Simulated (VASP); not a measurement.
# LaAg (Pm-3m) in VASP: notebook, part 3 of 3

VASP 6.6.1. The steps go on from the part before.

### 5 Relaxation of cell and atoms, LDA

This run uses another cell than the first one, of 28.70 Å³/atom.

Input file INCAR:

```
SYSTEM = LaAg
  PREC = Accurate
  ENCUT = 600
  EDIFF = 1E-7
  ISMEAR = -1
  SIGMA = 0.05
  LREAL = .False.
  LASPH = .True.
  NELM = 100
  ALGO = Normal
  ISIF = 3
  LWAVE = .False.
  LCHARG = .False.
  GGA = CA
  IBRION = 2
  NSW = 100
  EDIFFG = -0.005
```

Input file KPOINTS:

```
Automatic mesh
0
Gamma
  9 9 9
  0 0 0
```

Input file POSCAR:

```
LaAg
1.0
    3.8577057357      0.0000000000      0.0000000000
    0.0000000000      3.8577057357      0.0000000000
    0.0000000000      0.0000000000      3.8577057357
La Ag
1 1
Direct
    0.5000000000      0.5000000000      0.5000000000
    0.0000000000      0.0000000000      0.0000000000
```

Potentials or basis: VASP PAW LDA potentials, release 64 (La, Ag).

Started as:

```
$ cat potpaw_LDA.64/La/POTCAR potpaw_LDA.64/Ag/POTCAR > POTCAR
$ mpirun -np 1 vasp_std > vasp.out
```

OUTCAR:

```text
SYSTEM = LaAg
   PREC = Accurate
   ENCUT = 600
   EDIFF = 1E-7
   ISMEAR = -1
   LREAL = .False.
   LASPH = .True.
   NELM = 100
   ISIF = 3
   GGA = CA
   IBRION = 2
   NSW = 100
   EDIFFG = -0.005

 ion  position               nearest neighbor table
   1  0.500  0.500  0.500-   2 3.34   2 3.34   2 3.34   2 3.34   2 3.34   2 3.34   2 3.34   2 3.34

   2  0.000  0.000  0.000-   1 3.34   1 3.34   1 3.34   1 3.34   1 3.34   1 3.34   1 3.34   1 3.34

  LATTYP: Found a simple cubic cell.
 ALAT       =     3.8577057357

  Lattice vectors:

 A1 = (   3.8577057357,   0.0000000000,   0.0000000000)
 A2 = (   0.0000000000,   3.8577057357,   0.0000000000)
 A3 = (   0.0000000000,   0.0000000000,   3.8577057357)

Analysis of symmetry for initial positions (statically):
=====================================================================
 Subroutine PRICEL returns:
 Original cell was already a primitive cell.

 Routine SETGRP: Setting up the symmetry group for a
 simple cubic supercell.

 Subroutine GETGRP returns: Found 48 space group operations
 (whereof 48 operations were pure point group operations)
 out of a pool of 48 trial point group operations.

The static configuration has the point symmetry O_h .

Analysis of symmetry for dynamics (positions and initial velocities):
=====================================================================
 Subroutine PRICEL returns:
 Original cell was already a primitive cell.

 Routine SETGRP: Setting up the symmetry group for a
 simple cubic supercell.

 Subroutine GETGRP returns: Found 48 space group operations
 (whereof 48 operations were pure point group operations)
 out of a pool of 48 trial point group operations.

The dynamic configuration has the point symmetry O_h .

 Subroutine INISYM returns: Found 48 space group operations
 (whereof 48 operations are pure point group operations),
 and found     1 'primitive' translations

----------------------------------------------------------------------------------------

                                     Primitive cell

  volume of cell :      57.4100

  direct lattice vectors                    reciprocal lattice vectors
     3.857705736  0.000000000  0.000000000     0.259221431  0.000000000  0.000000000
     0.000000000  3.857705736  0.000000000     0.000000000  0.259221431  0.000000000
     0.000000000  0.000000000  3.857705736     0.000000000  0.000000000  0.259221431

  length of vectors
     3.857705736  3.857705736  3.857705736     0.259221431  0.259221431  0.259221431

  position of ions in fractional coordinates (direct lattice)
     0.500000000  0.500000000  0.500000000
     0.000000000  0.000000000  0.000000000

  ion indices of the primitive-cell ions
   primitive index   ion index
                 1           1
                 2           2

----------------------------------------------------------------------------------------

 KPOINTS: Automatic mesh

Automatic generation of k-mesh.
 Grid dimensions read from file:
 generate k-points for:    9    9    9

 Generating k-lattice:

  Cartesian coordinates                     Fractional coordinates (reciprocal lattice)
     0.028802381  0.000000000  0.000000000     0.111111111  0.000000000  0.000000000
[... 46 lines left out ...]
   ions per type =               1   1
   NGX,Y,Z   is equivalent  to a cutoff of  13.79, 13.79, 13.79 a.u.
   NGXF,Y,Z  is equivalent  to a cutoff of  27.58, 27.58, 27.58 a.u.
 SYSTEM =  LaAg
   PREC   = accura    normal or accurate (medium, high low for compatibility)
   ISTART =      0    job   : 0-new  1-cont  2-samecut
   ICHARG =      2    charge: 1-file 2-atom 10-const
   ISPIN  =      1    spin polarized calculation?
   LNONCOLLINEAR =      F non collinear calculations
   LSORBIT =      F    spin-orbit coupling
   LASPH  =      T    aspherical Exc in radial PAW
   ENCUT  =  600.0 eV  44.10 Ry    6.64 a.u.   7.70  7.70  7.70*2*pi/ulx,y,z
   NELM   =    100;   NELMIN=  2; NELMDL= -5     # of ELM steps
   EDIFF  = 0.1E-06   stopping-criterion for ELM
   LREAL  =      F    real-space projection
   EDIFFG = -.5E-02   stopping-criterion for IOM
   NSW    =    100    number of steps for IOM
   IBRION =      2    ionic relax: 0-MD 1-quasi-New 2-CG
   NFREE  =      1    steps in history (QN), initial steepest desc. (CG)
   ISIF   =      3    stress and relaxation
   ISYM   =      2    0-nonsym 1-usesym 2-fastsym
   POTIM  = 0.5000    time-step for ionic-motion
   TEBEG  =    0.0;   TEEND  =   0.0 temperature during run
   PSTRESS=    0.0 pullay stress
   NELECT =      22.0000    total number of electrons
   NUPDOWN=      -1.0000    fix difference up-down
   EMIN   =  10.00;   EMAX   =-10.00  energy-range for DOS
   EFERMI =   0.00;   METHOD = LEGACY
   ISMEAR =    -1;   SIGMA  =   0.05  broadening in eV -4-tet -1-fermi 0-gaus
   EFERMI_NEDOS =   21; number of points for ismear=-14 and -15
   IALGO  =     38    algorithm
   IMIX   =      4    mixing-type and parameters
     AMIX     =   0.40;   BMIX     =  1.00
     AMIX_MAG =   1.60;   BMIX_MAG =  1.00
  volume/ion in A,a.u.               =      28.70       193.71
  Fermi-wavevector in a.u.,A,eV,Ry     =   1.189104  2.247081 19.238218  1.413969
  Thomas-Fermi vector in A             =   2.325219
   LORBIT       =      0    0 simple, 1 ext, 2 COOP (PROOUT), +10 PAW based schemes
   GGA     = CA    functional components
   LHFCALC =     F    Hartree Fock is set to
   AEXX    =    0.0000 exact exchange contribution
   IVDW    =     0    specifies the selected vdW correction
   LEPSILON=     F    determine dielectric tensor
   LRPA    =     F    only Hartree local field effects (RPA)
 conjugate gradient relaxation of ions
 non-spin polarized calculation
  energy-cutoff  :      600.00
  volume of cell :       57.41
 maximum number of plane-waves:      1935
 NGX is ok and might be reduce to    32
   NGX = 15   NGY = 15   NGZ = 15

--------------------------------------- Ionic step        1  -------------------------------------------

 number of electron      21.9999996 magnetization

 Free energy of the ion-electron system (eV)
  ---------------------------------------------------
  ext. energy  EPLUGINS =         0.00000000
  ---------------------------------------------------
  free energy    TOTEN  =        -9.66845526 eV

  energy without entropy =       -9.65441922  energy(sigma->0) =       -9.66143724

------------------------ aborting loop because EDIFF is reached ----------------------------------------

  FORCE on cell =-STRESS in cart. coord.  units (eV):
  Direction    XX          YY          ZZ          XY          YZ          ZX
  --------------------------------------------------------------------------------------
  -------------------------------------------------------------------------------------
  Total       -2.1469241     -2.1469241     -2.1469241      0.0000000      0.0000000     -0.0000000
  in kB      -59.9156088    -59.9156088    -59.9156088      0.0000000      0.0000000     -0.0000000
  external PRESSURE =     -59.9156088 kB  Pullay stress =       0.0000000 kB
[... 131 lines left out ...]
--------------------------------------- Ionic step        5  -------------------------------------------

 number of electron      22.0000004 magnetization

 Free energy of the ion-electron system (eV)
  ---------------------------------------------------
  ext. energy  EPLUGINS =         0.00000000
  ---------------------------------------------------
  free energy    TOTEN  =        -9.80119779 eV

  energy without entropy =       -9.78802668  energy(sigma->0) =       -9.79461223

 E-fermi :   8.6476     XC(G=0): -10.9630

 val. band max:        8.6258694980   @ k =   0.4444   0.2222   0.2222
 cond. band min:       8.6838901181   @ k =   0.4444   0.1111   0.0000
 fundamental gap:      0.0580206201
 Fermi energy:         8.6476358224

 k-point     1 :       0.0000    0.0000    0.0000
  band No.  band energies     occupation
      1     -24.1815      2.00000
      2      -7.5471      2.00000
      3      -7.5471      2.00000
      4      -7.5471      2.00000
      5       3.1226      2.00000
      6       3.1226      2.00000
      7       3.2728      2.00000
      8       3.8410      2.00000
      9       3.8410      2.00000
     10       3.8410      2.00000
     11       8.8447      0.03814
     12       8.8447      0.03814
     13      10.2486      0.00000
     14      10.2486      0.00000
[... 401 lines left out ...]
      2      -8.3052      2.00000
      3      -8.0979      2.00000
      4      -7.5105      2.00000
      5       3.3970      2.00000
      6       3.4176      2.00000
      7       3.6016      2.00000
      8       3.6677      2.00000
      9       4.1182      2.00000
     10       6.0568      2.00000
     11       8.4050      1.98450
     12       9.2253      0.00002
     13       9.8960      0.00000
     14      10.1698      0.00000
     15      10.2503      0.00000

 [... further k-points ...]
[... 5 lines left out ...]
  --------------------------------------------------------------------------------------
  -------------------------------------------------------------------------------------
  Total        0.0083914      0.0083914      0.0083914     -0.0000000     -0.0000000     -0.0000000
  in kB        0.2633877      0.2633877      0.2633877     -0.0000000     -0.0000000     -0.0000000
  external PRESSURE =       0.2633877 kB  Pullay stress =       0.0000000 kB
[... 17 lines left out ...]
  FREE ENERGIE OF THE ION-ELECTRON SYSTEM (eV)
  ---------------------------------------------------
  free  energy   TOTEN  =        -9.8011977904 eV

  energy  without entropy=       -9.7880266790  energy(sigma->0) =       -9.79461223

 reached required accuracy - stopping structural energy minimisation
```

Run time: 47 s. Hardware: 1 thread of Intel Xeon 6975P-C (Granite Rapids), shared host; peak memory 0.2 GiB.

Results:

```
Free energy                           : -9.8012 eV
Relaxed volume                        : 25.52 Å³/atom
Relaxed cell                          : a = 3.710 Å, b = 3.710 Å, c = 3.710 Å, α = 90.00°, β = 90.00°, γ = 90.00°
Space group after relaxing (to 0.1 Å) : Pm-3m (No. 221)
Energy gained by relaxing             : 66.4 meV/atom
Ionic steps                           : 5
Pressure after relaxing               : 0.0 GPa
Band gap on the k mesh                : zero (bands 11 and 12 overlap by 2.29 eV)
```

Step by step:
| step | energy change (eV) | largest force (eV/Å) | pressure (GPa) | volume (Å³) |
| --- | --- | --- | --- | --- |
| 1 | 0.0000 | 0.0000 | -5.99 | 57.41 |
| 2 | -0.1146 | 0.0000 | 3.40 | 48.94 |
| 3 | -0.1327 | 0.0000 | -0.06 | 51.06 |
| 4 | -0.1327 | 0.0000 | 0.10 | 50.94 |
| 5 | -0.1327 | 0.0000 | 0.03 | 51.04 |

Final structure:
```yaml
crystal:
  lattice:
    - [3.70950, 0.00000, 0.00000]
    - [0.00000, 3.70950, 0.00000]
    - [0.00000, 0.00000, 3.70950]
  atoms:
    - { symbol: La, position: [0.50000, 0.50000, 0.50000] }
    - { symbol: Ag, position: [0.00000, 0.00000, 0.00000] }
```

Caveat: spin-orbit coupling is left out, which moves the levels of the heavy elements. Zero-point motion and thermal expansion aren't in these numbers.
